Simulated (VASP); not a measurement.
# SiC (Cm) in VASP: notebook

SiC is run at these levels: PBE; tasks: single point.

All numbers are computed with VASP 6.6.1; they aren't measurements. Logs are shortened: lines on timing, memory, paths and dates and some standing lists are left out, and cuts for length are marked.

**1. The cell of the first run**

It takes space group Cm (No. 8, monoclinic). The conventional cell has a = 5.361 Å, b = 3.094 Å, c = 10.133 Å, α = 90.00°, β = 93.01°, γ = 90.00°. Within 2.5 Å of Si (site symmetry m) lie 4 C at 1.88 to 1.93 Å. Si (site symmetry m) has 4 C at 1.86 to 1.91 Å within 2.5 Å. Within 2.5 Å of Si (site symmetry m) lie 4 C at 1.86 to 1.91 Å. Si (site symmetry m) has 4 C at 1.88 to 1.92 Å within 2.5 Å. Within 2.5 Å of C (site symmetry m) lie 4 Si at 1.86 to 1.91 Å. Within 2.5 Å of C (site symmetry m) lie 4 Si at 1.88 to 1.92 Å. C (site symmetry m) has 4 Si at 1.86 to 1.91 Å within 2.5 Å. Within 2.5 Å of C (site symmetry m) lie 4 Si at 1.88 to 1.93 Å.

**2. Single point, PBE (strain +0.0525 x Voigt [0, 0, 0, 1, 0, 0])**

Contents of INCAR:

```
  PREC = Accurate
  ENCUT = 520
  EDIFF = 1E-7
  ISMEAR = 0
  SIGMA = 0.05
  LREAL = F
  LASPH = T
  NELM = 60
  ALGO = Normal
  ISIF = 2
  LWAVE = F
  LCHARG = F
  GGA = PE
  NBANDS = 26
```

Contents of KPOINTS:

```
Automatic mesh
0
Gamma
  12 12 4
```

Contents of POSCAR:

```
SiC
1.0
    3.0941201807      0.0000000000      0.0000000000
   -1.5470600903      2.6795866789      0.0703391503
    0.0000000000      0.2658951540     10.1293391985
Si C
4 4
Direct
    0.6666666667      0.3333333333      0.9378441878
    0.3333333333      0.6666666667      0.4378441878
    0.0000000000      0.0000000000      0.6878995565
    0.0000000000      0.0000000000      0.1878995565
    0.6666666667      0.3333333333      0.7498074459
    0.3333333333      0.6666666667      0.2498074459
    0.0000000000      0.0000000000      0.5004478098
    0.0000000000      0.0000000000      0.0004478098
```

Potentials or basis: VASP PAW PBE potentials, release 64 (Si, C).

On the command line:

```sh
> cat potpaw_PBE.64/Si/POTCAR potpaw_PBE.64/C/POTCAR > POTCAR
> mpirun -np 1 vasp_std > vasp.out
```

OUTCAR:

```text
PREC = Accurate
   ENCUT = 520
   EDIFF = 1E-7
   ISMEAR = 0
   LREAL = F
   LASPH = T
   NELM = 60
   ISIF = 2
   GGA = PE

 ion  position               nearest neighbor table
   1  0.667  0.333  0.938-   8 1.88   8 1.88   5 1.91   8 1.93   3 3.02   4 3.06   4 3.06   3 3.14
                             3 3.14
   2  0.333  0.667  0.438-   7 1.86   6 1.91   7 1.91   7 1.91   3 3.02   4 3.06   4 3.06   3 3.14
                             3 3.14
   3  0.000  0.000  0.688-   5 1.86   7 1.90   5 1.91   5 1.91   1 3.02   2 3.02   1 3.14   1 3.14
                             2 3.14   2 3.14
   4  0.000  0.000  0.188-   6 1.88   6 1.88   8 1.90   6 1.92   2 3.06   2 3.06   1 3.06   1 3.06

   5  0.667  0.333  0.750-   3 1.86   1 1.91   3 1.91   3 1.91
   6  0.333  0.667  0.250-   4 1.88   4 1.88   2 1.91   4 1.92
   7  0.000  0.000  0.500-   2 1.86   3 1.90   2 1.91   2 1.91
   8  0.000  0.000  0.000-   1 1.88   1 1.88   4 1.90   1 1.93

  LATTYP: Found a base centered monoclinic cell.
 ALAT       =     5.3610194425
 B/A-ratio  =     0.5771514567
 C/A-ratio  =     1.8900935876
 COS(beta)  =    -0.0524638491

  Lattice vectors:

 A1 = (  -1.5470600904,  -2.6795866789,  -0.0703391503)
 A2 = (   1.5470600903,  -2.6795866789,  -0.0703391503)
 A3 = (   0.0000000000,   0.2658951540,  10.1293391985)

Analysis of symmetry for initial positions (statically):
=====================================================================
 Subroutine PRICEL returns:
 Original cell was already a primitive cell.

 Routine SETGRP: Setting up the symmetry group for a
 base centered monoclinic supercell.

 Subroutine GETGRP returns: Found  2 space group operations
 (whereof  2 operations were pure point group operations)
 out of a pool of  4 trial point group operations.

The static configuration has the point symmetry C_1h.

Analysis of symmetry for dynamics (positions and initial velocities):
=====================================================================
 Subroutine PRICEL returns:
 Original cell was already a primitive cell.

 Routine SETGRP: Setting up the symmetry group for a
 base centered monoclinic supercell.

 Subroutine GETGRP returns: Found  2 space group operations
 (whereof  2 operations were pure point group operations)
 out of a pool of  4 trial point group operations.

The dynamic configuration has the point symmetry C_1h.

 Subroutine INISYM returns: Found  2 space group operations
 (whereof  2 operations are pure point group operations),
 and found     1 'primitive' translations

----------------------------------------------------------------------------------------

                                     Primitive cell

  volume of cell :      83.9241

  direct lattice vectors                    reciprocal lattice vectors
     3.094120181  0.000000000  0.000000000     0.323193652  0.186724607 -0.004901521
    -1.547060090  2.679586679  0.070339150     0.000000000  0.373449213 -0.009803042
     0.000000000  0.265895154 10.129339199     0.000000000 -0.002593269  0.098791196

  length of vectors
     3.094120181  3.094919593 10.132828471     0.373288414  0.373577856  0.098825227

  position of ions in fractional coordinates (direct lattice)
     0.666666667  0.333333333  0.937844188
     0.333333333  0.666666667  0.437844188
     0.000000000  0.000000000  0.687899556
     0.000000000  0.000000000  0.187899556
     0.666666667  0.333333333  0.749807446
     0.333333333  0.666666667  0.249807446
     0.000000000  0.000000000  0.500447810
     0.000000000  0.000000000  0.000447810

  ion indices of the primitive-cell ions
   primitive index   ion index
                 1           1
                 2           2
                 3           3
                 4           4
                 5           5
                 6           6
                 7           7
                 8           8

----------------------------------------------------------------------------------------

 KPOINTS: Automatic mesh

Automatic generation of k-mesh.
 Grid dimensions read from file:
 generate k-points for:   12   12    4

 Generating k-lattice:

  Cartesian coordinates                     Fractional coordinates (reciprocal lattice)
     0.026932804  0.015560384 -0.000408460     0.083333333  0.000000000 -0.000000000
     0.000000000  0.031120768 -0.000816920     0.000000000  0.083333333 -0.000000000
     0.000000000 -0.000648317  0.024697799     0.000000000 -0.000000000  0.250000000

  Length of vectors
     0.031107368  0.031131488  0.024706307

  Shift w.r.t. Gamma in fractional coordinates (k-lattice)
     0.000000000  0.000000000  0.000000000

 Subroutine IBZKPT returns following result:
 ===========================================

 Found    164 irreducible k-points:

 Following reciprocal coordinates:
            Coordinates               Weight
  0.000000  0.000000  0.000000      1.000000
  0.083333 -0.000000 -0.000000      4.000000
  0.166667 -0.000000 -0.000000      4.000000
  0.250000 -0.000000 -0.000000      4.000000
  0.333333 -0.000000 -0.000000      4.000000
  0.416667 -0.000000 -0.000000      4.000000
[... 16 lines left out ...]
  0.333333  0.166667 -0.000000      4.000000
  0.416667  0.166667 -0.000000      4.000000
 [... further k-points ...]
   k-points           NKPTS =    164   k-points in BZ     NKDIM =    164   number of bands    NBANDS=     26
   number of dos      NEDOS =    301   number of ions     NIONS =      8
   total plane-waves  NPLWV =  46080
   dimension x,y,z NGX =    24 NGY =   24 NGZ =   80
   dimension x,y,z NGXF=    48 NGYF=   48 NGZF=  160
   ions per type =               4   4
   NGX,Y,Z   is equivalent  to a cutoff of  12.90, 12.89, 13.13 a.u.
   NGXF,Y,Z  is equivalent  to a cutoff of  25.79, 25.78, 26.25 a.u.
 SYSTEM =  unknown system
   PREC   = accura    normal or accurate (medium, high low for compatibility)
   ISTART =      0    job   : 0-new  1-cont  2-samecut
   ICHARG =      2    charge: 1-file 2-atom 10-const
   ISPIN  =      1    spin polarized calculation?
   LNONCOLLINEAR =      F non collinear calculations
   LSORBIT =      F    spin-orbit coupling
   LASPH  =      T    aspherical Exc in radial PAW
   ENCUT  =  520.0 eV  38.22 Ry    6.18 a.u.   5.75  5.75 18.84*2*pi/ulx,y,z
   NELM   =     60;   NELMIN=  2; NELMDL= -5     # of ELM steps
   EDIFF  = 0.1E-06   stopping-criterion for ELM
   LREAL  =      F    real-space projection
   EDIFFG = 0.1E-05   stopping-criterion for IOM
   NSW    =      0    number of steps for IOM
   IBRION =     -1    ionic relax: 0-MD 1-quasi-New 2-CG
   NFREE  =      0    steps in history (QN), initial steepest desc. (CG)
   ISIF   =      2    stress and relaxation
   ISYM   =      2    0-nonsym 1-usesym 2-fastsym
   POTIM  = 0.5000    time-step for ionic-motion
   TEBEG  =    0.0;   TEEND  =   0.0 temperature during run
   PSTRESS=    0.0 pullay stress
   NELECT =      32.0000    total number of electrons
   NUPDOWN=      -1.0000    fix difference up-down
   EMIN   =  10.00;   EMAX   =-10.00  energy-range for DOS
   EFERMI =   0.00;   METHOD = LEGACY
   ISMEAR =     0;   SIGMA  =   0.05  broadening in eV -4-tet -1-fermi 0-gaus
   EFERMI_NEDOS =   21; number of points for ismear=-14 and -15
   IALGO  =     38    algorithm
   IMIX   =      4    mixing-type and parameters
     AMIX     =   0.40;   BMIX     =  1.00
     AMIX_MAG =   1.60;   BMIX_MAG =  1.00
  volume/ion in A,a.u.               =      10.49        70.79
  Fermi-wavevector in a.u.,A,eV,Ry     =   1.187124  2.243338 19.174177  1.409262
  Thomas-Fermi vector in A             =   2.323282
   LORBIT       =      0    0 simple, 1 ext, 2 COOP (PROOUT), +10 PAW based schemes
   GGA     = PE    functional components
   LHFCALC =     F    Hartree Fock is set to
   AEXX    =    0.0000 exact exchange contribution
   IVDW    =     0    specifies the selected vdW correction
   LEPSILON=     F    determine dielectric tensor
   LRPA    =     F    only Hartree local field effects (RPA)
 non-spin polarized calculation
 Gauss-broadening in eV      SIGMA  =   0.05
  energy-cutoff  :      520.00
  volume of cell :       83.92
 maximum number of plane-waves:      2280
   NGX = 11   NGY = 11   NGZ = 37

 number of electron      32.0000002 magnetization

 Free energy of the ion-electron system (eV)
  ---------------------------------------------------
  ext. energy  EPLUGINS =         0.00000000
  ---------------------------------------------------
  free energy    TOTEN  =       -60.12760858 eV

  energy without entropy =      -60.12760858  energy(sigma->0) =      -60.12760858

 E-fermi :   8.4043     XC(G=0): -11.2944

 val. band max:        8.1714632029   @ k =   0.0000   0.0000   0.0000
 cond. band min:      10.1264392223   @ k =   0.0000   0.5000  -0.0000
 fundamental gap:      1.9549760193
 Fermi energy:         8.4042984010

 k-point     1 :       0.0000    0.0000    0.0000
  band No.  band energies     occupation
      1      -7.3525      2.00000
      2      -6.1856      2.00000
      3      -6.1510      2.00000
      4      -3.8286      2.00000
      5      -0.5064      2.00000
      6       3.6805      2.00000
[... 18 lines left out ...]
     25      15.3884      0.00000
     26      15.9691      0.00000

 k-point     2 :       0.0833   -0.0000   -0.0000
  band No.  band energies     occupation
      1      -7.2333      2.00000
      2      -6.0787      2.00000
      3      -6.0269      2.00000
      4      -3.7284      2.00000
      5      -0.3971      2.00000
      6       3.6930      2.00000
[... 18 lines left out ...]
     25      15.5114      0.00000
     26      15.8447      0.00000

 k-point     3 :       0.1667   -0.0000   -0.0000
  band No.  band energies     occupation
      1      -6.8786      2.00000
      2      -5.7524      2.00000
      3      -5.6683      2.00000
      4      -3.4369      2.00000
      5      -0.0794      2.00000
      6       3.6583      2.00000
[... 572 lines left out ...]
 k-point    23 :       0.3333    0.1667   -0.0000
  band No.  band energies     occupation
      1      -4.3080      2.00000
      2      -3.5337      2.00000
      3      -3.2725      2.00000
      4      -2.2530      2.00000
      5       0.3165      2.00000
      6       0.6064      2.00000
[... 18 lines left out ...]
     25      16.5988      0.00000
     26      17.0855      0.00000

 k-point    24 :       0.4167    0.1667   -0.0000
  band No.  band energies     occupation
      1      -3.6853      2.00000
      2      -3.2084      2.00000
      3      -2.9809      2.00000
      4      -2.4047      2.00000
      5      -0.1522      2.00000
      6       0.1565      2.00000
[... 18 lines left out ...]
     25      16.6332      0.00000
     26      16.9796      0.00000

 [... further k-points ...]
[... 5 lines left out ...]
  --------------------------------------------------------------------------------------
  -------------------------------------------------------------------------------------
  Total        0.0642156      0.0614025      0.1674125      0.0000000     -4.6189245     -0.0000000
  in kB        1.2259260      1.1722217      3.1960366      0.0000000    -88.1789056     -0.0000000
  external PRESSURE =       1.8647281 kB  Pullay stress =       0.0000000 kB

 VOLUME and BASIS-vectors are now :
 -----------------------------------------------------------------------------
  energy-cutoff  :      520.00
  volume of cell :       83.92
      direct lattice vectors                 reciprocal lattice vectors
     3.094120181  0.000000000  0.000000000     0.323193652  0.186724607 -0.004901521
    -1.547060090  2.679586679  0.070339150     0.000000000  0.373449213 -0.009803042
     0.000000000  0.265895154 10.129339199     0.000000000 -0.002593269  0.098791196

 POSITION                                       TOTAL-FORCE (eV/Angst)
 -----------------------------------------------------------------------------------
      1.54706      1.14256      9.52319         0.000000      0.201636     -0.016149
     -0.00000      1.90281      4.48197         0.000000      0.288453     -0.016663
      0.00000      0.18291      6.96797         0.000000      0.302269     -0.015085
      0.00000      0.04996      1.90330         0.000000      0.251419     -0.016905
      1.54706      1.09257      7.61850        -0.000000     -0.341280      0.020643
     -0.00000      1.85281      2.57728        -0.000000     -0.225685      0.018744
      0.00000      0.13307      5.06921        -0.000000     -0.264571      0.012028
      0.00000      0.00012      0.00454        -0.000000     -0.212240      0.013387
 -----------------------------------------------------------------------------------
    total drift:                               -0.000000     -0.000327     -0.000164

  FREE ENERGIE OF THE ION-ELECTRON SYSTEM (eV)
  ---------------------------------------------------
  free  energy   TOTEN  =       -60.1276085798 eV

  energy  without entropy=      -60.1276085798  energy(sigma->0) =      -60.12760858
```

Wall time 1.9 min (1 thread of Intel Xeon 6975P-C (Granite Rapids), shared host); peak memory 0.37 GiB.

What came out:

```
Free energy            : -60.1276 eV
Pressure               : 0.2 GPa
Largest force          : 0.342 eV/Å
Band gap on the k mesh : 1.95 eV (least direct gap 3.22 eV)
```

Forces in eV/Å, atoms in the order of the input:
```
Si   0.000  0.202 -0.016
Si   0.000  0.288 -0.017
Si   0.000  0.302 -0.015
Si   0.000  0.251 -0.017
C    0.000 -0.341  0.021
C    0.000 -0.226  0.019
C    0.000 -0.265  0.012
C    0.000 -0.212  0.013
```

Stress tensor (GPa, compression positive):
```
 0.12  0.00  0.00
 0.00  0.12 -8.82
 0.00 -8.82  0.32
```

Caveat: the cell differs from its parent crystal (strain +0.0525 x Voigt [0, 0, 0, 1, 0, 0]).

**3. Single point, PBE (strain +0.0375 x Voigt [0, 0, 0, 1, 0, 0])**

Contents of INCAR:

```
PREC = Accurate ; ENCUT = 520
EDIFF = 1E-6 ; ISMEAR = 0
SIGMA = 0.05 ; LREAL = F
LASPH = T ; NELM = 60
ALGO = Normal ; ISIF = 2
LWAVE = F ; LCHARG = T
GGA = PE ; LELF = T
LVHAR = T ; NBANDS = 26
```

KPOINTS is that of step 2.

Changes to POSCAR since step 2:

```diff
@@ -3,4 +3,4 @@
     3.0941201807      0.0000000000      0.0000000000
-   -1.5470600903      2.6795866789      0.0703391503
-    0.0000000000      0.2658951540     10.1293391985
+   -1.5470600903      2.6795866789      0.0502422502
+    0.0000000000      0.1899251100     10.1293391985
 Si C
```

Potentials or basis: VASP PAW PBE potentials, release 64 (Si, C).

On the command line:

```sh
> cat potpaw_PBE.64/Si/POTCAR potpaw_PBE.64/C/POTCAR > POTCAR
> mpirun -np 1 vasp_std > vasp.out
```

Wall time 2.6 min (1 thread of Intel Xeon 6975P-C (Granite Rapids), shared host); peak memory 0.38 GiB.

The run converged. Its results:

```
Free energy            : -60.1871 eV
Pressure               : 0.1 GPa
Largest force          : 0.232 eV/Å
Band gap on the k mesh : 2.05 eV (least direct gap 3.27 eV)
```

Forces in eV/Å, atoms in the order of the input:
```
Si   0.000  0.152 -0.008
Si   0.000  0.197 -0.008
Si   0.000  0.210 -0.008
Si   0.000  0.184 -0.009
C    0.000 -0.232  0.010
C    0.000 -0.173  0.010
C    0.000 -0.183  0.006
C    0.000 -0.156  0.007
```

Stress tensor (GPa, compression positive):
```
 0.04  0.00  0.00
 0.00  0.03 -6.30
 0.00 -6.30  0.14
```

Levels at points of the mesh, in eV from the valence-band top:
```
           k point  band 14  band 15  band 16  band 17  band 18  band 19
(0.00, 0.00, 0.00)    -0.24    -0.10     0.00     4.86     5.43     5.93
(0.50, 0.00, 0.00)    -2.30    -1.66    -1.19     2.11     2.26     4.08
(0.00, 0.50, 0.00)    -2.39    -1.57    -1.21     2.05     2.28     4.08
(0.00, 0.00, 0.50)    -0.34    -0.26    -0.26     5.07     5.07     6.38
(0.50, 0.00, 0.50)    -2.48    -1.66    -1.62     2.51     2.57     4.01
(0.00, 0.50, 0.50)    -2.37    -1.68    -1.60     2.46     2.59     3.94
```

Caveat: the cell differs from its parent crystal (strain +0.0375 x Voigt [0, 0, 0, 1, 0, 0]). A k mesh can miss the band edges.
